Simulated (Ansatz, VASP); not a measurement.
**Ni: VASP beside Ansatz**

The input INCAR:

```
  ALGO = Normal
  EDIFF = 1E-7
  ENCUT = 520
  GGA = PE
  ISIF = 2
  ISMEAR = -1
  LASPH = True
  LCHARG = False
  LREAL = False
  LWAVE = False
  NBANDS = 11
  NELM = 60
  PREC = Accurate
  SIGMA = 0.05
```

KPOINTS

```
k-points
0
Gamma
  21 21 21
```

POSCAR

```
Ni
1.0
    0.0000000000      1.6569364400      1.6569364400
    1.6569364400      0.0000000000      1.6569364400
    1.6569364400      1.6569364400      0.0000000000
Ni
1
Direct
    0.0000000000      0.0000000000      0.0000000000
```

Input for Ansatz:

```yaml
crystal:
  lattice:
    - [0.0, 1.65693644, 1.65693644]
    - [1.65693644, 0.0, 1.65693644]
    - [1.65693644, 1.65693644, 0.0]
  atoms:
    - { symbol: Ni, position: [0.0, 0.0, 0.0] }
kpoints:
  mp_grid: { grid: [21, 21, 21] }
scf:
  occupations: { method: fermi_dirac, width: 0.05 }
hamiltonian:
  xc: pbe
  pseudopotentials: { kind: all_electron, lapw: { basis_error: 0.001 } }
output:
  forces: true
  stress: true
  eigenvalues: true
  populations: true
```

Change from the starting cell: volume scaled by 0.84, LAPW.

Alike in both runs: task single point; functional PBE; k mesh 21 × 21 × 21; occupations fermi-dirac, width 0.05 eV; no spin polarisation.

```csv
,VASP,Ansatz
version,VASP 6.6.1,Ansatz 0.2.0
potentials or method,"VASP PAW PBE potentials, release 64 (Ni), cutoff 520 eV","all-electron LAPW, scalar-relativistic"
```

|  | VASP | Ansatz | Ansatz less VASP |
| --- | --- | --- | --- |
| pressure (GPa) | 53.2 | 53.9 | +0.70 |

Both programs put the cell under a high pressure, so it lies far from rest at this level. Ansatz ran all-electron here, and VASP with PAW potentials.
